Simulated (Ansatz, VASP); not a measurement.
W: VASP beside Ansatz

```
W
1.0
    -1.62863    1.62863    1.62863
     1.62863   -1.62863    1.62863
     1.62863    1.62863   -1.62863
W
1
Direct
  0.00000 0.00000 0.00000
```

Change from the starting cell: volume scaled by 1.06.

Alike in both runs: task single point; functional PBE; k mesh 14 × 14 × 14; occupations fermi-dirac, width 0.08 eV; no spin polarisation.

```csv
,VASP,Ansatz
version,VASP 6.6.1,Ansatz 0.2.0
potentials or method,"VASP PAW PBE potentials, release 64 (W_sv), cutoff 520 eV","all-electron LAPW, scalar-relativistic"
```

```tsv
	VASP	Ansatz	Ansatz less VASP
pressure (GPa)	-17.5	-17.7	-0.15
```

Ansatz ran all-electron here, and VASP with PAW potentials.

Neither program's run includes spin-orbit coupling.
